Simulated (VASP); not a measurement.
# BaTiO3 (P4mm) in VASP: a series of runs, part 2 of 2

VASP 6.6.1. Earlier steps stand in the parts before.

## Step 3: Electric field gradients, PBEsol (12.60 Å³/atom)

This run uses another cell than the first one, of 12.60 Å³/atom.

Input file INCAR:

```
SYSTEM = BaTiO3
ALGO = Normal ; EDIFF = 1E-8
ENCUT = 520 ; GGA = PS
ISIF = 2 ; ISMEAR = -1
LASPH = .TRUE. ; LCHARG = .FALSE.
LEFG = .TRUE. ; LREAL = .FALSE.
LWAVE = .FALSE. ; NBANDS = 28
NELM = 100 ; PREC = Accurate
SIGMA = 0.08
```

Input file KPOINTS:

```
k-points
0
G
  7 7 7
  0 0 0
```

Input file POSCAR:

```
BaTiO3
1.0
    3.9729548958      0.0000000000      0.0000000000
    0.0000000000      3.9729548958      0.0000000000
    0.0000000000      0.0000000000      3.9910327445
Ba Ti O
1 1 3
Direct
    0.0000000000      0.0000000000      0.0000000000
    0.5000000000      0.5000000000      0.4820000000
    0.5000000000      0.5000000000      0.0160000000
    0.5000000000      0.0000000000      0.5150000000
    0.0000000000      0.5000000000      0.5150000000
```

Potentials or basis: VASP PAW PBE potentials, release 64 (Ba_sv, Ti_sv, O).

The run is started by

```console
$ cat potpaw_PBE.64/Ba_sv/POTCAR potpaw_PBE.64/Ti_sv/POTCAR potpaw_PBE.64/O/POTCAR > POTCAR
$ mpirun -np 1 vasp_std > vasp.out
```

OUTCAR:

```text
SYSTEM = BaTiO3
   EDIFF = 1E-8
   ENCUT = 520
   GGA = PS
   ISIF = 2
   ISMEAR = -1
   LASPH = .TRUE.
   LREAL = .FALSE.
   NELM = 100
   PREC = Accurate

 ion  position               nearest neighbor table
   1  0.000  0.000  0.000-   4 2.77   5 2.77   5 2.77   4 2.77   3 2.81   3 2.81   3 2.81   3 2.81
                             4 2.86   5 2.86   5 2.86   4 2.86   2 3.40   2 3.40   2 3.40   2 3.40
   2  0.500  0.500  0.482-   3 1.86   4 1.99   5 1.99   4 1.99   5 1.99   3 2.13   1 3.40   1 3.40
                             1 3.40   1 3.40   1 3.49   1 3.49   1 3.49   1 3.49
   3  0.500  0.500  0.016-   2 1.86   2 2.13   1 2.81   1 2.81   1 2.81   1 2.81
   4  0.500  0.000  0.515-   2 1.99   2 1.99   1 2.77   1 2.77   1 2.86   1 2.86
[... 986 lines left out ...]
   3      -6.241    -6.241    12.482     0.000    -0.000     0.000
   4     -11.326    23.727   -12.401     0.000     0.000    -0.000
   5      23.727   -11.326   -12.401    -0.000     0.000    -0.000
---------------------------------------------------------------------

 Electric field gradients after diagonalization (V/A^2)
 (convention: |V_zz| > |V_xx| > |V_yy|)
----------------------------------------------------------------------
 ion       V_xx      V_yy      V_zz     asymmetry (V_yy - V_xx)/ V_zz
----------------------------------------------------------------------
   1       2.218     2.218    -4.436       0.000
   2       1.144     1.144    -2.289       0.000
   3      -6.241    -6.241    12.482       0.000
   4     -12.401   -11.326    23.727       0.045
   5     -12.401   -11.326    23.727       0.045
----------------------------------------------------------------------

           NMR quadrupolar parameters

 Cq : quadrupolar parameter    Cq=e*Q*V_zz/h
 eta: asymmetry parameters     (V_yy - V_xx)/ V_zz
 Q  : nuclear electric quadrupole moment in mb (millibarn)
----------------------------------------------------------------------
 ion       Cq(MHz)       eta       Q (mb)
----------------------------------------------------------------------
   1      -0.011       0.000       1.000
   2      -0.006       0.000       1.000
   3       0.030       0.000       1.000
   4       0.057       0.045       1.000
   5       0.057       0.045       1.000
----------------------------------------------------------------------
```

OSZICAR:

```text
N       E                     dE             d eps       ncg     rms          rms(c)
DAV:   1     0.438567377751E+03    0.43857E+03   -0.20964E+04  2240   0.156E+03
DAV:   2    -0.553772444836E+01   -0.44411E+03   -0.42278E+03  2548   0.430E+02
DAV:   3    -0.499408142465E+02   -0.44403E+02   -0.44037E+02  3112   0.135E+02
DAV:   4    -0.520496123052E+02   -0.21088E+01   -0.21046E+01  3400   0.248E+01
DAV:   5    -0.521062329380E+02   -0.56621E-01   -0.56608E-01  3020   0.330E+00    0.233E+01
DAV:   6    -0.421784404235E+02    0.99278E+01   -0.52162E+01  3276   0.666E+01    0.987E+00
DAV:   7    -0.421409992865E+02    0.37441E-01   -0.91935E+00  3004   0.217E+01    0.705E+00
DAV:   8    -0.419799326119E+02    0.16107E+00   -0.83611E-01  2720   0.872E+00    0.275E+00
DAV:   9    -0.420049004765E+02   -0.24968E-01   -0.20606E-01  3004   0.295E+00    0.124E+00
DAV:  10    -0.419870323424E+02    0.17868E-01   -0.10028E-01  2676   0.317E+00    0.268E-01
DAV:  11    -0.419865264591E+02    0.50588E-03   -0.43341E-03  2996   0.488E-01    0.585E-02
DAV:  12    -0.419864265669E+02    0.99892E-04   -0.33837E-04  2624   0.157E-01    0.375E-02
DAV:  13    -0.419864106266E+02    0.15940E-04   -0.19606E-04  3004   0.140E-01    0.260E-02
DAV:  14    -0.419864037903E+02    0.68363E-05   -0.43788E-05  2816   0.453E-02    0.542E-03
DAV:  15    -0.419864041681E+02   -0.37783E-06   -0.45455E-06  2648   0.154E-02    0.772E-03
DAV:  16    -0.419864036938E+02    0.47432E-06   -0.16271E-06  3032   0.127E-02    0.227E-03
DAV:  17    -0.419864036604E+02    0.33365E-07   -0.46333E-07  2856   0.659E-03    0.848E-04
DAV:  18    -0.419864036551E+02    0.53369E-08   -0.50199E-08  2504   0.220E-03
   1 F= -.41986404E+02 E0= -.41986403E+02  d E =-.113969E-05
```

stdout:

```text
POSCAR found type information on POSCAR BaTiO
 POSCAR found :  3 types and       5 ions
 scaLAPACK will be used
 -----------------------------------------------------------------------------
|                                                                             |
|                                                                             |
|     You enforced a specific xc type in the INCAR file but a different       |
|     I HOPE YOU KNOW WHAT YOU ARE DOING!                                     |
|                                                                             |
 -----------------------------------------------------------------------------

 LDA part: xc-table for (Slater+PW92), standard interpolation
 POSCAR, INCAR and KPOINTS ok, starting setup
 FFT: planning ... GRIDC
 FFT: planning ... GRID_SOFT
 FFT: planning ... GRID
 WAVECAR not read
 entering main loop
ion   1

ion   2

ion   3

ion   4

ion   5
```

Wall time 2 min (1 thread of Intel Xeon 8259CL, shared host); peak memory 0.22 GiB.

What came out:

| Property | Result |
| --- | --- |
| Free energy | -41.9864 eV |
| Pressure | 1.8 GPa |
| Largest force | 0.209 eV/Å |
| Band gap on the k mesh | 1.87 eV (least direct gap 2.09 eV) |
| Largest electric field gradient by atom | Ba -4.4; Ti -2.3; O +12.5, +23.7 (each value once) V/Å² |

Forces in eV/Å, atoms in the order of the input:
```
Ba   0.000  0.000 -0.071
Ti   0.000  0.000  0.169
O    0.000  0.000  0.209
O    0.000  0.000 -0.153
O    0.000  0.000 -0.153
```

Electric field gradients, principal values (V/Å²):
```tsv
atom	least	middle	greatest (by size)
1 Ba	2.218	2.218	-4.436
2 Ti	1.144	1.144	-2.289
3 O	-6.241	-6.241	12.482
4 O	-11.326	-12.401	23.727
5 O	-11.326	-12.401	23.727
```

Caveat: without QUAD_EFG the Cq values of the log hold for a quadrupole moment of 1 mb, not for the nuclei; the PAW data sets were made with another functional, which shifts forces and pressure a little; spin-orbit coupling is left out, which moves the levels of the heavy elements. A k mesh can miss the band edges.
